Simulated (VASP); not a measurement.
# Sr2NbO2 (I4/mmm) in VASP: relaxation of cell and atoms with PBE

Aim: the relaxation of cell and atoms of Sr2NbO2 with PBE.

Everything below comes from runs of VASP 6.6.1. Logs are shortened: lines on timing, memory, paths and dates and some standing lists are left out, and cuts for length are marked.

## (1) The cell of the first run

It takes space group I4/mmm (No. 139, tetragonal). The conventional cell has a = 4.897 Å, b = 4.897 Å, c = 7.557 Å, α = 90.00°, β = 90.00°, γ = 90.00°. Within 2.5 Å of Sr (site symmetry -4m2) lie 2 O at 1.89 Å. Nb (site symmetry 4/mmm) has 4 O at 2.45 Å and 8 Sr at 3.09 Å within 3.2 Å. Within 2.5 Å of O (site symmetry mmm) lie 2 Sr at 1.89 Å and 2 Nb at 2.45 Å.

The cell was built from a structure type or drawn by symmetry, and may not be a known phase.

## (2) Relaxation of cell and atoms, PBE, collinear spin, zero start

The input, INCAR:

```
SYSTEM = Sr2NbO2
ALGO = Normal
EDIFF = 1E-6
EDIFFG = -0.04
ENCUT = 600
GGA = PE
IBRION = 2
ISIF = 3
ISMEAR = 0
ISPIN = 2
LASPH = .TRUE.
LCHARG = .FALSE.
LMAXMIX = 4
LORBIT = 11
LREAL = .FALSE.
LWAVE = .FALSE.
MAGMOM = 0 0 0 0 0
NELM = 150
NSW = 90
PREC = Accurate
SIGMA = 0.1
```

The input, KPOINTS:

```
k-points
0
G
  6 6 6
  0 0 0
```

The input, POSCAR:

```
Sr2NbO2
1.0
   -2.4485679200      2.4485679200      3.7782849200
    2.4485679200     -2.4485679200      3.7782849200
    2.4485679200      2.4485679200     -3.7782849200
Sr Nb O
2 1 2
Direct
    0.7500000000      0.2500000000      0.5000000000
    0.2500000000      0.7500000000      0.5000000000
    0.0000000000      0.0000000000      0.0000000000
    0.5000000000      0.0000000000      0.5000000000
    0.0000000000      0.5000000000      0.5000000000
```

Potentials or basis: VASP PAW PBE potentials, release 64 (Sr_sv, Nb_sv, O).

Run with:

```
$ cat potpaw_PBE.64/Sr_sv/POTCAR potpaw_PBE.64/Nb_sv/POTCAR potpaw_PBE.64/O/POTCAR > POTCAR
$ mpirun -np 1 vasp_std > vasp.out
```

OUTCAR:

```text
SYSTEM = Sr2NbO2
   EDIFF = 1E-6
   EDIFFG = -0.04
   ENCUT = 600
   GGA = PE
   IBRION = 2
   ISIF = 3
   ISMEAR = 0
   ISPIN = 2
   LASPH = .TRUE.
   LORBIT = 11
   LREAL = .FALSE.
   NELM = 150
   NSW = 90
   PREC = Accurate

 ion  position               nearest neighbor table
   1  0.750  0.250  0.500-   4 1.89   5 1.89   3 3.09   3 3.09   3 3.09   3 3.09   2 3.46   2 3.46
                             2 3.46   2 3.46   2 3.78   2 3.78
   2  0.250  0.750  0.500-   4 1.89   5 1.89   3 3.09   3 3.09   3 3.09   3 3.09   1 3.46   1 3.46
                             1 3.46   1 3.46   1 3.78   1 3.78
   3  0.000  0.000  0.000-   4 2.45   5 2.45   5 2.45   4 2.45   1 3.09   1 3.09   2 3.09   2 3.09
                             1 3.09   2 3.09   1 3.09   2 3.09
   4  0.500  0.000  0.500-   1 1.89   2 1.89   3 2.45   3 2.45
   5  0.000  0.500  0.500-   1 1.89   2 1.89   3 2.45   3 2.45

  LATTYP: Found a body centered tetragonal cell.
 ALAT       =     4.8971358400
 C/A-ratio  =     1.5430590629

  Lattice vectors:

 A1 = (  -2.4485679200,   2.4485679200,   3.7782849200)
 A2 = (   2.4485679200,  -2.4485679200,   3.7782849200)
 A3 = (   2.4485679200,   2.4485679200,  -3.7782849200)

Analysis of symmetry for initial positions (statically):
=====================================================================
 Subroutine PRICEL returns:
 Original cell was already a primitive cell.

 Routine SETGRP: Setting up the symmetry group for a
 body centered tetragonal supercell.

 Subroutine GETGRP returns: Found 16 space group operations
 (whereof 16 operations were pure point group operations)
 out of a pool of 16 trial point group operations.

The static configuration has the point symmetry D_4h.

Analysis of symmetry for dynamics (positions and initial velocities):
=====================================================================
 Subroutine PRICEL returns:
 Original cell was already a primitive cell.

 Routine SETGRP: Setting up the symmetry group for a
 body centered tetragonal supercell.

 Subroutine GETGRP returns: Found 16 space group operations
 (whereof 16 operations were pure point group operations)
 out of a pool of 16 trial point group operations.

The dynamic configuration has the point symmetry D_4h.

Analysis of structural, dynamic, and magnetic symmetry:
=====================================================================
 Subroutine PRICEL returns:
 Original cell was already a primitive cell.

 Routine SETGRP: Setting up the symmetry group for a
 body centered tetragonal supercell.

 Subroutine GETGRP returns: Found 16 space group operations
 (whereof 16 operations were pure point group operations)
 out of a pool of 16 trial point group operations.

The overall configuration has the point symmetry D_4h.

 Subroutine INISYM returns: Found 16 space group operations
 (whereof 16 operations are pure point group operations),
 and found     1 'primitive' translations

----------------------------------------------------------------------------------------

                                     Primitive cell

  volume of cell :      90.6106

  direct lattice vectors                    reciprocal lattice vectors
    -2.448567920  2.448567920  3.778284920     0.000000000  0.204200993  0.132335176
     2.448567920 -2.448567920  3.778284920     0.204200993  0.000000000  0.132335176
     2.448567920  2.448567920 -3.778284920     0.204200993  0.204200993  0.000000000

  length of vectors
     5.125076258  5.125076258  5.125076258     0.243332374  0.243332374  0.288783813

  position of ions in fractional coordinates (direct lattice)
     0.750000000  0.250000000  0.500000000
     0.250000000  0.750000000  0.500000000
     0.000000000  0.000000000  0.000000000
     0.500000000  0.000000000  0.500000000
     0.000000000  0.500000000  0.500000000

  ion indices of the primitive-cell ions
   primitive index   ion index
                 1           1
                 2           2
                 3           3
                 4           4
                 5           5

----------------------------------------------------------------------------------------

 KPOINTS: k-points

Automatic generation of k-mesh.
 Grid dimensions read from file:
 generate k-points for:    6    6    6

 Generating k-lattice:

  Cartesian coordinates                     Fractional coordinates (reciprocal lattice)
     0.000000000  0.034033499  0.022055863     0.166666667  0.000000000 -0.000000000
     0.034033499  0.000000000  0.022055863     0.000000000  0.166666667 -0.000000000
     0.034033499  0.034033499  0.000000000     0.000000000  0.000000000  0.166666667

  Length of vectors
     0.040555396  0.040555396  0.048130636

  Shift w.r.t. Gamma in fractional coordinates (k-lattice)
     0.000000000  0.000000000  0.000000000

 Subroutine IBZKPT returns following result:
 ===========================================

 Found     30 irreducible k-points:

 Following reciprocal coordinates:
            Coordinates               Weight
  0.000000  0.000000  0.000000      1.000000
  0.166667 -0.000000  0.000000      8.000000
  0.333333  0.000000 -0.000000      8.000000
  0.500000  0.000000  0.000000      4.000000
  0.166667  0.166667  0.000000      8.000000
  0.333333  0.166667  0.000000     16.000000
[... 16 lines left out ...]
 -0.333333 -0.333333  0.166667      8.000000
 -0.166667 -0.333333  0.166667      8.000000
 [... further k-points ...]
   k-points           NKPTS =     30   k-points in BZ     NKDIM =     30   number of bands    NBANDS=     27
   number of dos      NEDOS =    301   number of ions     NIONS =      5
   total plane-waves  NPLWV =  74088
   dimension x,y,z NGX =    42 NGY =   42 NGZ =   42
   dimension x,y,z NGXF=    84 NGYF=   84 NGZF=   84
   ions per type =               2   1   2
   NGX,Y,Z   is equivalent  to a cutoff of  13.62, 13.62, 13.62 a.u.
   NGXF,Y,Z  is equivalent  to a cutoff of  27.25, 27.25, 27.25 a.u.
 SYSTEM =  Sr2NbO2
   PREC   = accura    normal or accurate (medium, high low for compatibility)
   ISTART =      0    job   : 0-new  1-cont  2-samecut
   ICHARG =      2    charge: 1-file 2-atom 10-const
   ISPIN  =      2    spin polarized calculation?
   LNONCOLLINEAR =      F non collinear calculations
   LSORBIT =      F    spin-orbit coupling
   LASPH  =      T    aspherical Exc in radial PAW
   ENCUT  =  600.0 eV  44.10 Ry    6.64 a.u.  10.24 10.24 10.24*2*pi/ulx,y,z
   NELM   =    150;   NELMIN=  2; NELMDL= -5     # of ELM steps
   EDIFF  = 0.1E-05   stopping-criterion for ELM
   LREAL  =      F    real-space projection
   EDIFFG = -.4E-01   stopping-criterion for IOM
   NSW    =     90    number of steps for IOM
   IBRION =      2    ionic relax: 0-MD 1-quasi-New 2-CG
   NFREE  =      1    steps in history (QN), initial steepest desc. (CG)
   ISIF   =      3    stress and relaxation
   ISYM   =      2    0-nonsym 1-usesym 2-fastsym
   POTIM  = 0.5000    time-step for ionic-motion
   TEBEG  =    0.0;   TEEND  =   0.0 temperature during run
   PSTRESS=    0.0 pullay stress
   NELECT =      45.0000    total number of electrons
   NUPDOWN=      -1.0000    fix difference up-down
   EMIN   =  10.00;   EMAX   =-10.00  energy-range for DOS
   EFERMI =   0.00;   METHOD = LEGACY
   ISMEAR =     0;   SIGMA  =   0.10  broadening in eV -4-tet -1-fermi 0-gaus
   EFERMI_NEDOS =   21; number of points for ismear=-14 and -15
   IALGO  =     38    algorithm
   IMIX   =      4    mixing-type and parameters
     AMIX     =   0.40;   BMIX     =  1.00
     AMIX_MAG =   1.60;   BMIX_MAG =  1.00
  volume/ion in A,a.u.               =      18.12       122.29
  Fermi-wavevector in a.u.,A,eV,Ry     =   1.296441  2.449918 22.868109  1.680759
  Thomas-Fermi vector in A             =   2.427897
   LORBIT       =     11    0 simple, 1 ext, 2 COOP (PROOUT), +10 PAW based schemes
   GGA     = PE    functional components
   LHFCALC =     F    Hartree Fock is set to
   AEXX    =    0.0000 exact exchange contribution
   IVDW    =     0    specifies the selected vdW correction
   LEPSILON=     F    determine dielectric tensor
   LRPA    =     F    only Hartree local field effects (RPA)
 conjugate gradient relaxation of ions
 spin polarized calculation
 Gauss-broadening in eV      SIGMA  =   0.10
  energy-cutoff  :      600.00
  volume of cell :       90.61
 maximum number of plane-waves:      3043
 NGX is ok and might be reduce to    42
   NGX = 21   NGY = 21   NGZ = 21

--------------------------------------- Ionic step        1  -------------------------------------------

 number of electron      44.9999993 magnetization       0.0079683

 number of electron      44.9999993 magnetization      -0.0032945

 Free energy of the ion-electron system (eV)
  ---------------------------------------------------
  ext. energy  EPLUGINS =         0.00000000
  ---------------------------------------------------
  free energy    TOTEN  =       -19.55870903 eV

  energy without entropy =      -19.52365043  energy(sigma->0) =      -19.54117973

------------------------ aborting loop because EDIFF is reached ----------------------------------------

  FORCE on cell =-STRESS in cart. coord.  units (eV):
  Direction    XX          YY          ZZ          XY          YZ          ZX
  --------------------------------------------------------------------------------------
  -------------------------------------------------------------------------------------
  Total        1.2542702      1.2542702     74.8088300      0.0000000      0.0000000      0.0000000
  in kB       22.1780158     22.1780158   1322.7703096      0.0000000      0.0000000      0.0000000
  external PRESSURE =     455.7087804 kB  Pullay stress =       0.0000000 kB
[... 1556 lines left out ...]
     26       5.2778      0.00000
     27       5.6699      0.00000

 [... further k-points ...]

[... ionic steps 4 to 11 ...]

--------------------------------------- Ionic step       12  -------------------------------------------

 number of electron      45.0000002 magnetization      -0.0000022

 number of electron      45.0000002 magnetization       0.0000072
[... 1534 lines left out ...]
 number of electron      45.0000005 magnetization      -0.0000020

 number of electron      45.0000005 magnetization       0.0000007

 Free energy of the ion-electron system (eV)
  ---------------------------------------------------
  ext. energy  EPLUGINS =         0.00000000
  ---------------------------------------------------
  free energy    TOTEN  =       -28.84983133 eV

  energy without entropy =      -28.83606080  energy(sigma->0) =      -28.84294607

 E-fermi :   5.1428     XC(G=0):  -9.9905

 val. band max:        5.1211020110   @ k =   0.1667   0.1667   0.0000
 cond. band min:       5.1885031538   @ k =  -0.1667   0.1667   0.0000
 fundamental gap:      0.0674011427
 Fermi energy:         5.1428399613
[... 1478 lines left out ...]
  FREE ENERGIE OF THE ION-ELECTRON SYSTEM (eV)
  ---------------------------------------------------
  free  energy   TOTEN  =       -28.8498313294 eV

  energy  without entropy=      -28.8360608020  energy(sigma->0) =      -28.84294607

 reached required accuracy - stopping structural energy minimisation

 total charge

# of ion       s       p       d       tot
------------------------------------------
    1        2.052   5.754   0.396   8.202
    2        2.052   5.754   0.396   8.202
    3        2.172   5.982   2.319  10.473
    4        1.565   3.396   0.000   4.961
    5        1.565   3.396   0.000   4.961
--------------------------------------------------
tot          9.406  24.282   3.111  36.799

 magnetization (x)

# of ion       s       p       d       tot
------------------------------------------
    1       -0.000   0.000  -0.000  -0.000
    2       -0.000   0.000  -0.000  -0.000
    3       -0.000  -0.000   0.000   0.000
    4        0.000   0.000   0.000   0.000
    5        0.000   0.000   0.000   0.000
--------------------------------------------------
tot         -0.000  -0.000   0.000   0.000
```

Wall time 24 min (1 thread of Intel Xeon 6975P-C (Granite Rapids), shared host); peak memory 0.43 GiB.

Results:

| Item | Value |
| --- | --- |
| Free energy | -28.8498 eV |
| Relaxed volume | 19.40 Å³/atom |
| Relaxed cell | a = 5.876 Å, b = 5.876 Å, c = 5.876 Å, α = 135.88°, β = 135.88°, γ = 64.17° |
| Space group after relaxing (to 0.1 Å) | I4/mmm (No. 139) |
| Energy gained by relaxing | 1858.2 meV/atom |
| Ionic steps | 14 |
| Pressure after relaxing | -0.1 GPa |
| Net moment | 0.00 μB per cell |
| Valence electrons inside the program's atomic spheres | Sr 8.20; Nb 10.47; O 4.96 |

The path:
| step | energy change (eV) | largest force (eV/Å) | pressure (GPa) | volume (Å³) |
| --- | --- | --- | --- | --- |
| 1 | 0.0000 | 0.0000 | 45.57 | 90.61 |
| 2 | -2.8951 | 0.0000 | -20.08 | 159.81 |
| 3 | -8.4062 | 0.0000 | -8.72 | 122.35 |
| 4 | -8.5573 | 0.0000 | -6.78 | 119.27 |
| 5 | -8.6100 | 0.0000 | -4.23 | 115.96 |
| 6 | -8.6105 | 0.0000 | -4.66 | 116.47 |
| 7 | -8.9616 | 0.0000 | -2.64 | 107.55 |
| 8 | -9.2093 | 0.0000 | -1.24 | 100.14 |
| 9 | -8.8796 | 0.0000 | 11.75 | 85.97 |
| 10 | -9.2665 | 0.0000 | 0.97 | 96.56 |
| 11 | -9.2696 | 0.0000 | 1.74 | 95.48 |
| 12 | -9.2771 | 0.0000 | -0.43 | 96.85 |
| 13 | -9.2901 | 0.0000 | 0.47 | 96.25 |
| 14 | -9.2911 | 0.0000 | -0.11 | 96.99 |

Final structure:
```
CELL_PARAMETERS angstrom
-2.20684 2.20684 4.97857
2.20684 -2.20684 4.97857
2.20684 2.20684 -4.97857
ATOMIC_POSITIONS crystal
Sr 0.75000 0.25000 0.50000
Sr 0.25000 0.75000 0.50000
Nb 0.00000 0.00000 0.00000
O 0.50000 0.00000 0.50000
O 0.00000 0.50000 0.50000
```
